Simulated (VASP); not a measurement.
Crystal: ZnMoP.

```
Zn Mo P
1.0
     4.33858    0.00000    0.00000
    -2.16929    3.75732    0.00000
     0.00000    0.00000    5.45503
Zn Mo P
2 2 2
Direct
  0.00000 0.00000 0.00000
  0.00000 0.00000 0.50000
  0.33333 0.66667 0.25000
  0.66667 0.33333 0.75000
  0.33333 0.66667 0.75000
  0.66667 0.33333 0.25000
```

* Program: VASP 6.6.1
* Task: relaxation of cell and atoms
* Functional: PBE
* Potentials or basis: VASP PAW PBE potentials, release 64 (Zn, Mo_sv, P)
* Cutoff: 600 eV
* k mesh: 6 × 6 × 4
* Occupations: gaussian, width 0.1 eV
* Spin: no spin polarisation

At the start: pressure -5.4 GPa; volume 14.82 Å³/atom.

How do energy, volume and symmetry change on relaxing?

Over 8 steps the energy falls by 34.9 meV/atom and the volume is 14.19 Å³/atom (-4.2 %); space group P6_3/mmc (No. 194, to 0.05 Å).

Step by step:
```
step  energy change (eV)  largest force (eV/Å)  pressure (GPa)  volume (Å³)
   1              0.0000                0.0000           -5.43        88.92
   2             -0.0751                0.0000            5.71        82.60
   3             -0.0981                0.0000            1.78        84.56
   4             -0.1767                0.0000            1.86        84.23
   5             -0.1993                0.0000            2.65        83.87
   6             -0.2003                0.0000            2.41        83.93
   7             -0.1960                0.0000           -2.81        86.70
   8             -0.2095                0.0000           -0.05        85.16
```

Final structure:
```
Zn Mo P
1.0
     4.40144    0.00000    0.00000
    -2.20072    3.81176    0.00000
     0.00000    0.00000    5.07604
Zn Mo P
2 2 2
Direct
  0.00000 0.00000 0.00000
  0.00000 0.00000 0.50000
  0.33333 0.66667 0.25000
  0.66667 0.33333 0.75000
  0.33333 0.66667 0.75000
  0.66667 0.33333 0.25000
```
